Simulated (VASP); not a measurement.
# Li27OF26 (a cell with a defect) in VASP: single point with PBE

Aim: the single point of Li27OF26 (a cell with a defect) with PBE.

Program: VASP 6.6.1. These are calculated values, not measurements. Logs are shortened: lines on timing, memory, paths and dates and some standing lists are left out, and cuts for length are marked.

### 1 The cell of the first run

The cell holds a defect, 54 atoms: a = 8.545 Å, b = 8.545 Å, c = 8.545 Å, α = 60.00°, β = 60.00°, γ = 60.00°.

### 2 Single point, PBE

INCAR

```
SYSTEM = Li27OF26
PREC = Accurate
ENCUT = 520
EDIFF = 1E-7
ISMEAR = -1
SIGMA = 0.01
LREAL = Auto
LASPH = .TRUE.
NELM = 100
ALGO = Normal
ISIF = 2
LWAVE = .FALSE.
LCHARG = .TRUE.
GGA = PE
LELF = .TRUE.
LVHAR = .TRUE.
NELECT = 270.0
NBANDS = 168
```

KPOINTS

```
regular mesh
0
G
  3 3 3
  0 0 0
```

POSCAR

```
Li27OF26
1.0
    0.0000000000      6.0420000000      6.0420000000
    6.0420000000      0.0000000000      6.0420000000
    6.0420000000      6.0420000000      0.0000000000
Li O F
27 1 26
Direct
    0.0011410013      0.0011410013      0.0011410013
    0.0124774036      0.0124774036      0.3208559297
    0.0011410013      0.0011410013      0.6632436629
    0.0124774036      0.3208559297      0.0124774036
    0.0124774036      0.3208559297      0.3208559297
    0.0004202947      0.3329130386      0.6666666667
    0.0011410013      0.6632436629      0.0011410013
    0.0004202947      0.6666666667      0.3329130386
    0.0004202947      0.6666666667      0.6666666667
    0.3208559297      0.0124774036      0.0124774036
    0.3208559297      0.0124774036      0.3208559297
    0.3329130386      0.0004202947      0.6666666667
    0.3208559297      0.3208559297      0.0124774036
    0.3321923321      0.3321923321      0.3321923321
    0.3321923321      0.3321923321      0.6700896704
    0.3329130386      0.6666666667      0.0004202947
    0.3321923321      0.6700896704      0.3321923321
    0.3329130386      0.6666666667      0.6666666667
    0.6632436629      0.0011410013      0.0011410013
    0.6666666667      0.0004202947      0.3329130386
    0.6666666667      0.0004202947      0.6666666667
    0.6666666667      0.3329130386      0.0004202947
    0.6700896704      0.3321923321      0.3321923321
    0.6666666667      0.3329130386      0.6666666667
    0.6666666667      0.6666666667      0.0004202947
    0.6666666667      0.6666666667      0.3329130386
    0.6666666667      0.6666666667      0.6666666667
    0.1666666667      0.1666666667      0.1666666667
    0.1666666667      0.1666666667      0.5059503657
    0.1666666667      0.1666666667      0.8273829676
    0.1666666667      0.5059503657      0.1666666667
    0.1668698091      0.4999322859      0.4999322859
    0.1666666667      0.5059503657      0.8273829676
    0.1666666667      0.8273829676      0.1666666667
    0.1666666667      0.8273829676      0.5059503657
    0.1664635243      0.8334010475      0.8334010475
    0.5059503657      0.1666666667      0.1666666667
    0.4999322859      0.1668698091      0.4999322859
    0.5059503657      0.1666666667      0.8273829676
    0.4999322859      0.4999322859      0.1668698091
    0.4999322859      0.4999322859      0.4999322859
    0.5004860151      0.5004860151      0.8328473183
    0.5059503657      0.8273829676      0.1666666667
    0.5004860151      0.8328473183      0.5004860151
    0.5004860151      0.8328473183      0.8328473183
    0.8273829676      0.1666666667      0.1666666667
    0.8273829676      0.1666666667      0.5059503657
    0.8334010475      0.1664635243      0.8334010475
    0.8273829676      0.5059503657      0.1666666667
    0.8328473183      0.5004860151      0.5004860151
    0.8328473183      0.5004860151      0.8328473183
    0.8334010475      0.8334010475      0.1664635243
    0.8328473183      0.8328473183      0.5004860151
    0.8334010475      0.8334010475      0.8334010475
```

Potentials or basis: VASP PAW PBE potentials, release 64 (Li_sv, O, F).

Run with:

```
$ cat potpaw_PBE.64/Li_sv/POTCAR potpaw_PBE.64/O/POTCAR potpaw_PBE.64/F/POTCAR > POTCAR
$ mpirun -np 1 vasp_std > vasp.out
```

OUTCAR:

```text
SYSTEM = Li27OF26
   PREC = Accurate
   ENCUT = 520
   EDIFF = 1E-7
   ISMEAR = -1
   LREAL = Auto
   LASPH = .TRUE.
   NELM = 100
   ISIF = 2
   GGA = PE
   NELECT = 270.0

 ion  position               nearest neighbor table
   1  0.001  0.001  0.001-  30 2.00  34 2.00  46 2.00  36 2.03  48 2.03  52 2.03
   2  0.012  0.012  0.321-  28 1.86  34 2.06  46 2.06  35 2.06  47 2.06  53 2.17
   3  0.001  0.001  0.663-  29 2.00  35 2.00  47 2.00  36 2.03  48 2.03  54 2.03
   4  0.012  0.321  0.012-  28 1.86  30 2.06  46 2.06  33 2.06  49 2.06  51 2.17
   5  0.012  0.321  0.321-  28 1.86  47 2.06  49 2.06  29 2.06  31 2.06  50 2.17
   6  0.000  0.333  0.667-  29 1.98  30 1.98  48 2.01  32 2.01  50 2.02  51 2.02
[... 46 lines left out ...]
  53  0.833  0.833  0.500-  27 2.01  21 2.02   9 2.02   8 2.02  20 2.02   2 2.17
  54  0.833  0.833  0.833-   9 2.01  21 2.01  25 2.01  19 2.03   7 2.03   3 2.03

  LATTYP: Found a face centered cubic cell.
 ALAT       =    12.0840000000

  Lattice vectors:

 A1 = (   0.0000000000,   6.0420000000,   6.0420000000)
 A2 = (   6.0420000000,   0.0000000000,   6.0420000000)
 A3 = (   6.0420000000,   6.0420000000,   0.0000000000)

Analysis of symmetry for initial positions (statically):
=====================================================================
 Subroutine PRICEL returns:
 Original cell was already a primitive cell.

 Routine SETGRP: Setting up the symmetry group for a
 face centered cubic supercell.

 Subroutine GETGRP returns: Found 48 space group operations
 (whereof  6 operations were pure point group operations)
 out of a pool of 48 trial point group operations.

The static configuration has the point symmetry C_3v.
 The point group associated with its full space group is O_h .

Analysis of symmetry for dynamics (positions and initial velocities):
=====================================================================
 Subroutine PRICEL returns:
 Original cell was already a primitive cell.

 Routine SETGRP: Setting up the symmetry group for a
 face centered cubic supercell.

 Subroutine GETGRP returns: Found 48 space group operations
 (whereof  6 operations were pure point group operations)
 out of a pool of 48 trial point group operations.

The dynamic configuration has the point symmetry C_3v.
 The point group associated with its full space group is O_h .

 Subroutine INISYM returns: Found 48 space group operations
 (whereof  6 operations are pure point group operations),
 and found     1 'primitive' translations

----------------------------------------------------------------------------------------

                                     Primitive cell

  volume of cell :     441.1357

  direct lattice vectors                    reciprocal lattice vectors
     0.000000000  6.042000000  6.042000000    -0.082754055  0.082754055  0.082754055
     6.042000000  0.000000000  6.042000000     0.082754055 -0.082754055  0.082754055
     6.042000000  6.042000000  0.000000000     0.082754055  0.082754055 -0.082754055

  length of vectors
     8.544678344  8.544678344  8.544678344     0.143334228  0.143334228  0.143334228

  position of ions in fractional coordinates (direct lattice)
     0.001141001  0.001141001  0.001141001
     0.012477404  0.012477404  0.320855930
     0.001141001  0.001141001  0.663243663
     0.012477404  0.320855930  0.012477404
     0.012477404  0.320855930  0.320855930
     0.000420295  0.332913039  0.666666667
[... 46 lines left out ...]
     0.832847318  0.832847318  0.500486015
     0.833401047  0.833401047  0.833401047

  ion indices of the primitive-cell ions
   primitive index   ion index
                 1           1
                 2           2
                 3           3
                 4           4
                 5           5
                 6           6
[... 46 lines left out ...]
                53          53
                54          54

----------------------------------------------------------------------------------------

 KPOINTS: regular mesh

Automatic generation of k-mesh.
 Grid dimensions read from file:
 generate k-points for:    3    3    3

 Generating k-lattice:

  Cartesian coordinates                     Fractional coordinates (reciprocal lattice)
    -0.027584685  0.027584685  0.027584685     0.333333333  0.000000000  0.000000000
     0.027584685 -0.027584685  0.027584685     0.000000000  0.333333333  0.000000000
     0.027584685  0.027584685 -0.027584685     0.000000000  0.000000000  0.333333333

  Length of vectors
     0.047778076  0.047778076  0.047778076

  Shift w.r.t. Gamma in fractional coordinates (k-lattice)
     0.000000000  0.000000000  0.000000000

 Subroutine IBZKPT returns following result:
 ===========================================

 Found      4 irreducible k-points:

 Following reciprocal coordinates:
            Coordinates               Weight
  0.000000  0.000000  0.000000      1.000000
  0.333333  0.000000  0.000000      8.000000
  0.333333  0.333333  0.000000      6.000000
 -0.333333  0.333333  0.000000     12.000000
   k-points           NKPTS =      4   k-points in BZ     NKDIM =      4   number of bands    NBANDS=    168
   number of dos      NEDOS =    301   number of ions     NIONS =     54
   total plane-waves  NPLWV = 262144
   dimension x,y,z NGX =    64 NGY =   64 NGZ =   64
   dimension x,y,z NGXF=   128 NGYF=  128 NGZF=  128
   ions per type =              27   1  26
   NGX,Y,Z   is equivalent  to a cutoff of  12.45, 12.45, 12.45 a.u.
   NGXF,Y,Z  is equivalent  to a cutoff of  24.90, 24.90, 24.90 a.u.
 SYSTEM =  Li27OF26
   PREC   = accura    normal or accurate (medium, high low for compatibility)
   ISTART =      0    job   : 0-new  1-cont  2-samecut
   ICHARG =      2    charge: 1-file 2-atom 10-const
   ISPIN  =      1    spin polarized calculation?
   LNONCOLLINEAR =      F non collinear calculations
   LSORBIT =      F    spin-orbit coupling
   LASPH  =      T    aspherical Exc in radial PAW
   ENCUT  =  520.0 eV  38.22 Ry    6.18 a.u.  15.89 15.89 15.89*2*pi/ulx,y,z
   NELM   =    100;   NELMIN=  2; NELMDL= -5     # of ELM steps
   EDIFF  = 0.1E-06   stopping-criterion for ELM
   LREAL  =      T    real-space projection
   EDIFFG = 0.1E-05   stopping-criterion for IOM
   NSW    =      0    number of steps for IOM
   IBRION =     -1    ionic relax: 0-MD 1-quasi-New 2-CG
   NFREE  =      0    steps in history (QN), initial steepest desc. (CG)
   ISIF   =      2    stress and relaxation
   ISYM   =      2    0-nonsym 1-usesym 2-fastsym
   POTIM  = 0.5000    time-step for ionic-motion
   TEBEG  =    0.0;   TEEND  =   0.0 temperature during run
   PSTRESS=    0.0 pullay stress
   NELECT =     270.0000    total number of electrons
   NUPDOWN=      -1.0000    fix difference up-down
   EMIN   =  10.00;   EMAX   =-10.00  energy-range for DOS
   EFERMI =   0.00;   METHOD = LEGACY
   ISMEAR =    -1;   SIGMA  =   0.01  broadening in eV -4-tet -1-fermi 0-gaus
   EFERMI_NEDOS =   21; number of points for ismear=-14 and -15
   IALGO  =     38    algorithm
   IMIX   =      4    mixing-type and parameters
     AMIX     =   0.40;   BMIX     =  1.00
     AMIX_MAG =   1.60;   BMIX_MAG =  1.00
  volume/ion in A,a.u.               =       8.17        55.13
  Fermi-wavevector in a.u.,A,eV,Ry     =   1.389970  2.626662 26.286674  1.932016
  Thomas-Fermi vector in A             =   2.513950
   LORBIT       =      0    0 simple, 1 ext, 2 COOP (PROOUT), +10 PAW based schemes
   GGA     = PE    functional components
   LHFCALC =     F    Hartree Fock is set to
   AEXX    =    0.0000 exact exchange contribution
   IVDW    =     0    specifies the selected vdW correction
   LEPSILON=     F    determine dielectric tensor
   LRPA    =     F    only Hartree local field effects (RPA)
 non-spin polarized calculation
  energy-cutoff  :      520.00
  volume of cell :      441.14
 maximum number of plane-waves:     11935
   NGX = 31   NGY = 31   NGZ = 31

 number of electron     270.0000012 magnetization

 Free energy of the ion-electron system (eV)
  ---------------------------------------------------
  ext. energy  EPLUGINS =         0.00000000
  ---------------------------------------------------
  free energy    TOTEN  =      -257.49587034 eV

  energy without entropy =     -257.49587034  energy(sigma->0) =     -257.49587034

 E-fermi :   2.3617     XC(G=0): -10.0258

 val. band max:        1.9722562974   @ k =   0.0000   0.0000   0.0000
 cond. band min:       8.0209338145   @ k =   0.0000   0.0000   0.0000
 fundamental gap:      6.0486775172
 Fermi energy:         2.3617204238

 k-point     1 :       0.0000    0.0000    0.0000
  band No.  band energies     occupation
      1     -42.1066      2.00000
      2     -42.0983      2.00000
      3     -42.0846      2.00000
      4     -42.0846      2.00000
      5     -42.0846      2.00000
      6     -42.0836      2.00000
[... 139 lines left out ...]
    146      11.7049      0.00000
    147      11.8529      0.00000

 k-point     2 :       0.3333    0.0000    0.0000
  band No.  band energies     occupation
      1     -42.1044      2.00000
      2     -42.1003      2.00000
      3     -42.0846      2.00000
      4     -42.0845      2.00000
      5     -42.0845      2.00000
      6     -42.0837      2.00000
[... 139 lines left out ...]
    146      10.7841      0.00000
    147      10.9081      0.00000

 k-point     3 :       0.3333    0.3333    0.0000
  band No.  band energies     occupation
      1     -42.1042      2.00000
      2     -42.1001      2.00000
      3     -42.0855      2.00000
      4     -42.0852      2.00000
      5     -42.0852      2.00000
      6     -42.0830      2.00000
[... 139 lines left out ...]
    146      11.3904      0.00000
    147      11.5289      0.00000

 k-point     4 :      -0.3333    0.3333    0.0000
  band No.  band energies     occupation
      1     -42.1021      2.00000
      2     -42.1021      2.00000
      3     -42.0860      2.00000
      4     -42.0849      2.00000
      5     -42.0847      2.00000
      6     -42.0834      2.00000
[... 139 lines left out ...]
    146      10.7939      0.00000
    147      11.0264      0.00000
 [bands above 147 left out]

------------------------ aborting loop because EDIFF is reached ----------------------------------------

  FORCE on cell =-STRESS in cart. coord.  units (eV):
  Direction    XX          YY          ZZ          XY          YZ          ZX
  --------------------------------------------------------------------------------------
  -------------------------------------------------------------------------------------
  Total       12.9476809     12.9476809     12.9476809     -0.0000000      0.0000000      0.0000000
  in kB       47.0251741     47.0251741     47.0251741     -0.0000000      0.0000000      0.0000000
  external PRESSURE =      47.0251741 kB  Pullay stress =       0.0000000 kB

 VOLUME and BASIS-vectors are now :
 -----------------------------------------------------------------------------
  energy-cutoff  :      520.00
  volume of cell :      441.14
      direct lattice vectors                 reciprocal lattice vectors
     0.000000000  6.042000000  6.042000000    -0.082754055  0.082754055  0.082754055
     6.042000000  0.000000000  6.042000000     0.082754055 -0.082754055  0.082754055
     6.042000000  6.042000000  0.000000000     0.082754055  0.082754055 -0.082754055

 POSITION                                       TOTAL-FORCE (eV/Angst)
 -----------------------------------------------------------------------------------
      0.01379      0.01379      0.01379        -0.010581     -0.010581     -0.010581
      2.01400      2.01400      0.15078         0.000000      0.000000     -0.017337
      4.01421      4.01421      0.01379         0.010581      0.010581     -0.010581
      2.01400      0.15078      2.01400         0.000000     -0.017337      0.000000
      3.87722      2.01400      2.01400         0.017337      0.000000      0.000000
      6.03946      4.03054      2.01400         0.016165     -0.016165      0.000000
[... 46 lines left out ...]
      8.05600      8.05600     10.06413         0.000000      0.000000     -0.011905
     10.07082     10.07082     10.07082         0.006347      0.006347      0.006347
 -----------------------------------------------------------------------------------
    total drift:                                0.000021      0.000021      0.000019

  FREE ENERGIE OF THE ION-ELECTRON SYSTEM (eV)
  ---------------------------------------------------
  free  energy   TOTEN  =      -257.4958703375 eV

  energy  without entropy=     -257.4958703375  energy(sigma->0) =     -257.49587034
```

Run time: 18 min. Hardware: 1 thread of AMD EPYC 7R43 (Zen 3), shared host; peak memory 0.61 GiB.

Results:

| Property | Result |
| --- | --- |
| Free energy | -257.4959 eV |
| Largest force | 0.024 eV/Å |

Forces in eV/Å, atoms in the order of the input:
```
Li  -0.011 -0.011 -0.011
Li   0.000  0.000 -0.017
Li   0.011  0.011 -0.011
Li   0.000 -0.017  0.000
Li   0.017  0.000  0.000
Li   0.016 -0.016  0.000
Li   0.011 -0.011  0.011
Li   0.016  0.000 -0.016
Li   0.000 -0.016 -0.016
Li  -0.017  0.000  0.000
Li   0.000  0.017  0.000
Li  -0.016  0.016  0.000
Li   0.000  0.000  0.017
Li   0.011  0.011  0.011
Li  -0.011 -0.011  0.011
Li  -0.016  0.000  0.016
Li  -0.011  0.011 -0.011
Li   0.000  0.016  0.016
Li  -0.011  0.011  0.011
Li   0.000  0.016 -0.016
Li  -0.016  0.000 -0.016
Li   0.000 -0.016  0.016
Li   0.011 -0.011 -0.011
Li   0.016  0.000  0.016
Li  -0.016 -0.016  0.000
Li   0.016  0.016  0.000
Li   0.000  0.000  0.000
O    0.000  0.000  0.000
F   -0.017 -0.017  0.000
F    0.017  0.017  0.000
F   -0.017  0.000 -0.017
F   -0.006  0.006  0.006
F    0.000  0.017 -0.017
F    0.017  0.000  0.017
F    0.000 -0.017  0.017
F    0.006 -0.006 -0.006
F    0.000 -0.017 -0.017
F    0.006 -0.006  0.006
F    0.017  0.000 -0.017
F    0.006  0.006 -0.006
F   -0.006 -0.006 -0.006
F    0.000  0.000  0.012
F    0.017 -0.017  0.000
F    0.000  0.012  0.000
F   -0.012  0.000  0.000
F    0.000  0.017  0.017
F   -0.017  0.000  0.017
F   -0.006  0.006 -0.006
F   -0.017  0.017  0.000
F    0.012  0.000  0.000
F    0.000 -0.012  0.000
F   -0.006 -0.006  0.006
F    0.000  0.000 -0.012
F    0.006  0.006  0.006
```

Caveat: the cell carries a net charge on a neutralising background, which shifts energy and pressure; the cell is charged against a uniform background, so pressure and absolute levels hang on convention; the cutoff is under 1.25 times the usual one of these potentials, so pressure, stress and relaxed cells hold a basis-set (Pulay) error.
